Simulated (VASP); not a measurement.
# CdSiN2 (P-4m2) in VASP: notebook, part 2 of 2

VASP 6.6.1. The steps go on from the part before.

### 4 Single point, PBE (13.38 Å³/atom)

This run uses another cell than the first one, of 13.38 Å³/atom.

Contents of INCAR:

```
SYSTEM = CdSiN2
PREC = Accurate
ENCUT = 700
EDIFF = 1E-6
ISMEAR = -1
SIGMA = 0.02
LREAL = .False.
LASPH = .True.
NELM = 120
ALGO = Normal
ISIF = 2
LWAVE = .False.
LCHARG = .False.
GGA = PE
NBANDS = 44
GGA_COMPAT = .False.
```

Contents of KPOINTS:

```
Automatic mesh
0
Gamma
  6 6 2
  0 0 0
```

Contents of POSCAR:

```
CdSiN2
1.0
    3.1745071938      0.0000000000      0.0000000000
    0.0000000000      3.1745071938      0.0000000000
    0.0000000000      0.0000000000     10.6198297815
Cd N Si
2 4 2
Direct
    0.5000000000      0.0000000000      0.8612896092
    0.0000000000      0.5000000000      0.1387103908
    0.5000000000      0.5000000000      0.0000000000
    0.0000000000      0.0000000000      0.3241738653
    0.5000000000      0.5000000000      0.5000000000
    0.0000000000      0.0000000000      0.6758261347
    0.5000000000      0.0000000000      0.3956506726
    0.0000000000      0.5000000000      0.6043493274
```

Potentials or basis: VASP PAW PBE potentials, release 64 (Cd_sv_GW, N, Si).

Launch:

```console
$ cat potpaw_PBE.64/Cd_sv_GW/POTCAR potpaw_PBE.64/N/POTCAR potpaw_PBE.64/Si/POTCAR > POTCAR
$ mpirun -np 1 vasp_std > vasp.out
```

OUTCAR:

```text
SYSTEM = CdSiN2
   PREC = Accurate
   ENCUT = 700
   EDIFF = 1E-6
   ISMEAR = -1
   LREAL = .False.
   LASPH = .True.
   NELM = 120
   ISIF = 2
   GGA = PE

 ion  position               nearest neighbor table
   1  0.500  0.000  0.861-   3 2.17   3 2.17
   2  0.000  0.500  0.139-   3 2.17   3 2.17
   3  0.500  0.500  0.000-   1 2.17   2 2.17   1 2.17   2 2.17
   4  0.000  0.000  0.324-   7 1.76   7 1.76
   5  0.500  0.500  0.500-   7 1.94   8 1.94   7 1.94   8 1.94
   6  0.000  0.000  0.676-   8 1.76   8 1.76
   7  0.500  0.000  0.396-   4 1.76   4 1.76   5 1.94   5 1.94
   8  0.000  0.500  0.604-   6 1.76   6 1.76   5 1.94   5 1.94

  LATTYP: Found a simple tetragonal cell.
 ALAT       =     3.1745071938
 C/A-ratio  =     3.3453475243

  Lattice vectors:

 A1 = (   3.1745071938,   0.0000000000,   0.0000000000)
 A2 = (   0.0000000000,   3.1745071938,   0.0000000000)
 A3 = (   0.0000000000,   0.0000000000,  10.6198297815)

Analysis of symmetry for initial positions (statically):
=====================================================================
 Subroutine PRICEL returns:
 Original cell was already a primitive cell.

 Routine SETGRP: Setting up the symmetry group for a
 simple tetragonal supercell.

 Subroutine GETGRP returns: Found  8 space group operations
 (whereof  8 operations were pure point group operations)
 out of a pool of 16 trial point group operations.

The static configuration has the point symmetry D_2d.

Analysis of symmetry for dynamics (positions and initial velocities):
=====================================================================
 Subroutine PRICEL returns:
 Original cell was already a primitive cell.

 Routine SETGRP: Setting up the symmetry group for a
 simple tetragonal supercell.

 Subroutine GETGRP returns: Found  8 space group operations
 (whereof  8 operations were pure point group operations)
 out of a pool of 16 trial point group operations.

The dynamic configuration has the point symmetry D_2d.

 Subroutine INISYM returns: Found  8 space group operations
 (whereof  8 operations are pure point group operations),
 and found     1 'primitive' translations

----------------------------------------------------------------------------------------

                                     Primitive cell

  volume of cell :     107.0213

  direct lattice vectors                    reciprocal lattice vectors
     3.174507194  0.000000000  0.000000000     0.315009524  0.000000000  0.000000000
     0.000000000  3.174507194  0.000000000     0.000000000  0.315009524  0.000000000
     0.000000000  0.000000000 10.619829782     0.000000000  0.000000000  0.094163468

  length of vectors
     3.174507194  3.174507194 10.619829782     0.315009524  0.315009524  0.094163468

  position of ions in fractional coordinates (direct lattice)
     0.500000000  0.000000000  0.861289609
     0.000000000  0.500000000  0.138710391
[... 40 lines left out ...]
 ===========================================

 Found     20 irreducible k-points:

 Following reciprocal coordinates:
            Coordinates               Weight
  0.000000  0.000000  0.000000      1.000000
  0.166667  0.000000  0.000000      4.000000
  0.333333  0.000000  0.000000      4.000000
  0.500000  0.000000  0.000000      2.000000
  0.166667  0.166667  0.000000      4.000000
  0.333333  0.166667  0.000000      8.000000
[... 12 lines left out ...]
  0.500000  0.333333  0.500000      4.000000
  0.500000  0.500000  0.500000      1.000000
   k-points           NKPTS =     20   k-points in BZ     NKDIM =     20   number of bands    NBANDS=     44
   number of dos      NEDOS =    301   number of ions     NIONS =      8
   total plane-waves  NPLWV =  75264
   dimension x,y,z NGX =    28 NGY =   28 NGZ =   96
   dimension x,y,z NGXF=    56 NGYF=   56 NGZF=  192
   ions per type =               2   4   2
   NGX,Y,Z   is equivalent  to a cutoff of  14.66, 14.66, 15.03 a.u.
   NGXF,Y,Z  is equivalent  to a cutoff of  29.33, 29.33, 30.06 a.u.
 SYSTEM =  CdSiN2
   PREC   = accura    normal or accurate (medium, high low for compatibility)
   ISTART =      0    job   : 0-new  1-cont  2-samecut
   ICHARG =      2    charge: 1-file 2-atom 10-const
   ISPIN  =      1    spin polarized calculation?
   LNONCOLLINEAR =      F non collinear calculations
   LSORBIT =      F    spin-orbit coupling
   LASPH  =      T    aspherical Exc in radial PAW
   ENCUT  =  700.0 eV  51.45 Ry    7.17 a.u.   6.85  6.85 22.91*2*pi/ulx,y,z
   NELM   =    120;   NELMIN=  2; NELMDL= -5     # of ELM steps
   EDIFF  = 0.1E-05   stopping-criterion for ELM
   LREAL  =      F    real-space projection
   EDIFFG = 0.1E-04   stopping-criterion for IOM
   NSW    =      0    number of steps for IOM
   IBRION =     -1    ionic relax: 0-MD 1-quasi-New 2-CG
   NFREE  =      0    steps in history (QN), initial steepest desc. (CG)
   ISIF   =      2    stress and relaxation
   ISYM   =      2    0-nonsym 1-usesym 2-fastsym
   POTIM  = 0.5000    time-step for ionic-motion
   TEBEG  =    0.0;   TEEND  =   0.0 temperature during run
   PSTRESS=    0.0 pullay stress
   NELECT =      68.0000    total number of electrons
   NUPDOWN=      -1.0000    fix difference up-down
   EMIN   =  10.00;   EMAX   =-10.00  energy-range for DOS
   EFERMI =   0.00;   METHOD = LEGACY
   ISMEAR =    -1;   SIGMA  =   0.02  broadening in eV -4-tet -1-fermi 0-gaus
   EFERMI_NEDOS =   21; number of points for ismear=-14 and -15
   IALGO  =     38    algorithm
   IMIX   =      4    mixing-type and parameters
     AMIX     =   0.40;   BMIX     =  1.00
     AMIX_MAG =   1.60;   BMIX_MAG =  1.00
  volume/ion in A,a.u.               =      13.38        90.28
  Fermi-wavevector in a.u.,A,eV,Ry     =   1.407411  2.659622 26.950514  1.980807
  Thomas-Fermi vector in A             =   2.529673
   LORBIT       =      0    0 simple, 1 ext, 2 COOP (PROOUT), +10 PAW based schemes
   GGA     = PE    functional components
   LHFCALC =     F    Hartree Fock is set to
   AEXX    =    0.0000 exact exchange contribution
   IVDW    =     0    specifies the selected vdW correction
   LEPSILON=     F    determine dielectric tensor
   LRPA    =     F    only Hartree local field effects (RPA)
 non-spin polarized calculation
  energy-cutoff  :      700.00
  volume of cell :      107.02
 maximum number of plane-waves:      4552
 NGX is ok and might be reduce to    28
   NGX = 13   NGY = 13   NGZ = 45

 number of electron      67.9999993 magnetization

 Free energy of the ion-electron system (eV)
  ---------------------------------------------------
  ext. energy  EPLUGINS =         0.00000000
  ---------------------------------------------------
  free energy    TOTEN  =       -46.52763365 eV

  energy without entropy =      -46.52398336  energy(sigma->0) =      -46.52580850

 E-fermi :   7.2707     XC(G=0): -10.9031

 val. band max:        7.2682609322   @ k =   0.3333   0.0000   0.5000
 cond. band min:       7.3561174070   @ k =   0.5000   0.0000   0.0000
 fundamental gap:      0.0878564748
 Fermi energy:         7.2707265562

 k-point     1 :       0.0000    0.0000    0.0000
  band No.  band energies     occupation
      1     -95.3539      2.00000
      2     -95.3539      2.00000
      3     -56.4775      2.00000
      4     -56.4775      2.00000
      5     -56.4086      2.00000
      6     -56.4086      2.00000
[... 929 lines left out ...]
     43      12.7666      0.00000
     44      13.9204      0.00000

------------------------ aborting loop because EDIFF is reached ----------------------------------------

  FORCE on cell =-STRESS in cart. coord.  units (eV):
  Direction    XX          YY          ZZ          XY          YZ          ZX
  --------------------------------------------------------------------------------------
  -------------------------------------------------------------------------------------
  Total       -5.6751580     -5.6751580     -5.1046706      0.0000000      0.0000000      0.0000000
  in kB      -84.9607526    -84.9607526    -76.4201909      0.0000000      0.0000000      0.0000000
  external PRESSURE =     -82.1138987 kB  Pullay stress =       0.0000000 kB

 VOLUME and BASIS-vectors are now :
 -----------------------------------------------------------------------------
  energy-cutoff  :      700.00
  volume of cell :      107.02
      direct lattice vectors                 reciprocal lattice vectors
     3.174507194  0.000000000  0.000000000     0.315009524  0.000000000  0.000000000
     0.000000000  3.174507194  0.000000000     0.000000000  0.315009524  0.000000000
     0.000000000  0.000000000 10.619829782     0.000000000  0.000000000  0.094163468

 POSITION                                       TOTAL-FORCE (eV/Angst)
 -----------------------------------------------------------------------------------
      1.58725      0.00000      9.14675        -0.000000      0.000000      0.265261
      0.00000      1.58725      1.47308         0.000000     -0.000000     -0.265261
      1.58725      1.58725      0.00000        -0.000000     -0.000000      0.000000
      0.00000      0.00000      3.44267        -0.000000      0.000000      0.328473
      1.58725      1.58725      5.30991        -0.000000     -0.000000      0.000000
      0.00000      0.00000      7.17716        -0.000000      0.000000     -0.328473
      1.58725      0.00000      4.20174        -0.000000      0.000000     -0.014952
      0.00000      1.58725      6.41809        -0.000000      0.000000      0.014952
 -----------------------------------------------------------------------------------
    total drift:                               -0.000000      0.000000      0.000000

  FREE ENERGIE OF THE ION-ELECTRON SYSTEM (eV)
  ---------------------------------------------------
  free  energy   TOTEN  =       -46.5276336475 eV

  energy  without entropy=      -46.5239833563  energy(sigma->0) =      -46.52580850
```

Run time: 86 s. Hardware: 1 thread of Intel Xeon 6975P-C (Granite Rapids), shared host; peak memory 0.34 GiB.

What came out:

```
Free energy            : -46.5276 eV
Pressure               : -8.2 GPa
Largest force          : 0.328 eV/Å
Band gap on the k mesh : zero (bands 34 and 35 overlap by 0.36 eV)
```

Forces on the atoms (eV/Å):
```
Cd   0.000  0.000  0.265
Cd   0.000  0.000 -0.265
N    0.000  0.000  0.000
N    0.000  0.000  0.328
N    0.000  0.000  0.000
N    0.000  0.000 -0.328
Si   0.000  0.000 -0.015
Si   0.000  0.000  0.015
```

Caveat: the cell stands under tension; semilocal functionals underestimate gaps, and a narrow one can read as zero.

### 5 Summary

| level | cell | k mesh | cutoff (eV) | gap on the mesh (eV) | pressure (GPa) | largest force (eV/Å) |
| --- | --- | --- | --- | --- | --- | --- |
| r2SCAN | a = 3.120, b = 3.120, c = 10.418 Å, 8 atoms, atomic positions A | 8 × 8 × 2 | 770 | none | -5.1 | 0.22 |
| r2SCAN | a = 3.150, b = 3.150, c = 10.518 Å, 8 atoms, atomic positions A | 8 × 8 × 2 | 770 | none | -9.3 | 0.41 |
| PBE | a = 3.175, b = 3.175, c = 10.620 Å, 8 atoms, atomic positions B | 6 × 6 × 2 | 700 | none | -8.2 | 0.33 |

Alike in all rows: task single point; potentials or basis VASP PAW PBE potentials, release 64 (Cd_sv_GW, N, Si); no spin polarisation; smearing fermi-dirac 0.02 eV.

Caveats: the cell stands under tension; semilocal functionals underestimate gaps, and a narrow one can read as zero; the PAW data sets were made with another functional, which shifts forces and pressure a little (at least some runs).

Absolute energies hang on the potentials; compare differences alone.

The gap in the log of VASP goes by the Fermi energy; the results here count the filled bands.